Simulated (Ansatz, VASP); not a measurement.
## Two plane-wave programs on SrO

```xyz
2
Lattice="0.0000 2.6756 2.6756 2.6756 0.0000 2.6756 2.6756 2.6756 0.0000" Properties=species:S:1:pos:R:3 pbc="T T T"
Sr    2.6756    2.6756    2.6756
O     0.0000    0.0000    0.0000
```

Change from the starting cell: hydrostatic strain +3.7%.

Alike in both runs: task single point; functional PBE; k mesh 8 × 8 × 8; occupations fermi-dirac, width 0.02 eV; no spin polarisation.

|  | VASP | Ansatz |
| --- | --- | --- |
| version | VASP 6.6.1 | Ansatz 0.2.0 |
| potentials or method | VASP PAW PBE potentials, release 64 (Sr_sv, O) | plane waves, PAW |
| plane-wave cutoff (eV) | 520 | 420 |
| valence electrons in the cell | 16 | 16 |

|  | VASP | Ansatz | Ansatz less VASP |
| --- | --- | --- | --- |
| gap on the k mesh at the Fermi level (eV) | 3.19 | 3.20 | +0.017 |
| pressure (GPa) | -5.8 | -6.2 | -0.33 |
